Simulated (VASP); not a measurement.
LiH:

```
CELL_PARAMETERS angstrom
0.00000 2.03675 2.03675
2.03675 0.00000 2.03675
2.03675 2.03675 0.00000
ATOMIC_POSITIONS crystal
Li 0.00000 0.00000 0.00000
H 0.50000 0.50000 0.50000
```

- Program: VASP 6.6.1
- Task: relaxation of cell and atoms
- Functional: PBE
- Potentials or basis: VASP PAW PBE potentials, release 64 (Li_sv, H)
- Cutoff: 600 eV
- k mesh: 10 × 10 × 10
- Occupations: gaussian, width 0.02 eV
- Spin: no spin polarisation

At the start: pressure -1.9 GPa; volume 8.45 Å³/atom.

Task: Where does the relaxation end?

Result: Over 3 steps the energy falls by 2.8 meV/atom and the volume is 7.98 Å³/atom (-5.6 %); space group Fm-3m (No. 225, to 0.05 Å).

The path:
```csv
step,energy change (eV),largest force (eV/Å),pressure (GPa),volume (Å³)
1,0.0000,0.0000,-1.85,16.90
2,-0.0024,0.0000,-1.42,16.66
3,-0.0056,0.0000,0.03,15.96
```

Final structure:
```
CELL_PARAMETERS angstrom
0.00000 1.99833 1.99833
1.99833 0.00000 1.99833
1.99833 1.99833 0.00000
ATOMIC_POSITIONS crystal
Li 0.00000 0.00000 0.00000
H 0.50000 0.50000 0.50000
```

Caveat: the cutoff is under 1.25 times the usual one of these potentials, so pressure, stress and relaxed cells hold a basis-set (Pulay) error.
